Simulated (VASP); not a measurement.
Write the native input for VASP 6.6.1 that does the following.

```yaml
Task: single point
Functional: PBE
Potentials_or_basis: VASP PAW PBE potentials, release 64 (Ca_sv, In_d, H)
Cutoff: 520 eV
k_mesh: 12 × 12 × 10
Occupations: gaussian, width 0.1 eV
Spin: no spin polarisation
Dipole_correction: no
Further_INCAR_settings: ALGO = Normal; EDIFF = 1e-06; NBANDS = 19
```

The structure of CaInH lies in POSCAR:

```
CaInH
1.0
    3.5877227386      0.0000000000      0.0000000000
    0.0000000000      3.9822336867      0.0000000000
    0.0000000000      0.0000000000      5.5624013471
Ca In H
1 1 1
Direct
    0.0000000000      0.0000000000      0.0000000000
    0.5000000000      0.0000000000      0.5000000000
    0.5000000000      0.5000000000      0.5000000000
```

The cell was built from a structure type or drawn by symmetry, and may not be a known phase.

One way to write it, as run:

INCAR

```
PREC = Accurate ; ENCUT = 520
EDIFF = 1E-6 ; ISMEAR = 0
SIGMA = 0.1 ; LREAL = F
LASPH = T ; NELM = 100
ALGO = Normal ; ISIF = 2
LWAVE = F ; LCHARG = F
GGA = PE ; NBANDS = 19
```

KPOINTS

```
Automatic mesh
0
Gamma
  12 12 10
```

Potentials or basis: VASP PAW PBE potentials, release 64 (Ca_sv, In_d, H).

Launch:

```bash
$ cat potpaw_PBE.64/Ca_sv/POTCAR potpaw_PBE.64/In_d/POTCAR potpaw_PBE.64/H/POTCAR > POTCAR
$ mpirun -np 1 vasp_std > vasp.out
```

Results of the run:

```json
{
  "Pressure": "0.0 GPa",
  "Band gap on the k mesh": "zero (bands 12 and 13 overlap by 1.64 eV)"
}
```

Caveat: spin-orbit coupling is left out, which moves the levels of the heavy elements.

Run time: 3.8 min on 1 thread of AMD EPYC 7R13 Processor (Zen 3), on a shared host, peak memory 0.54 GiB.
